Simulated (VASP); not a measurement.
Si, 2 atoms in the cell. Symmetry: Fd-3m, No. 227, cubic system. Conventional cell: a = 5.470 Å, b = 5.470 Å, c = 5.470 Å, α = 90.00°, β = 90.00°, γ = 90.00°. Si (site symmetry -43m) has 4 Si at 2.37 Å within 3.1 Å. 

- Program: VASP 6.6.1
- Task: relaxation of cell and atoms
- Functional: PBEsol
- Potentials or basis: VASP PAW PBE potentials, release 64 (Si)
- Cutoff: 600 eV
- k mesh: 8 × 8 × 8
- Occupations: fermi-dirac, width 0.02 eV
- Spin: no spin polarisation
- Dipole correction: no
- Further INCAR settings: ALGO = Normal; EDIFF = 1e-07; IBRION = 2; EDIFFG = -0.005; NSW = 80; ISIF = 3

Potentials or basis: VASP PAW PBE potentials, release 64 (Si).

Run with:

```bash
$ cat potpaw_PBE.64/Si/POTCAR > POTCAR
$ mpirun -np 1 vasp_std > vasp.out
```

Hardware: 1 thread of Intel(R) Xeon(R) Platinum 8488C (Sapphire Rapids) (shared host).

Task: How long does it take, and how much memory?

Result: It took 16 s on 1 thread of Intel(R) Xeon(R) Platinum 8488C (Sapphire Rapids), with other jobs on the host, peak memory 0.17 GiB. Counts: scf iterations 26, k points 29, ion steps 3.
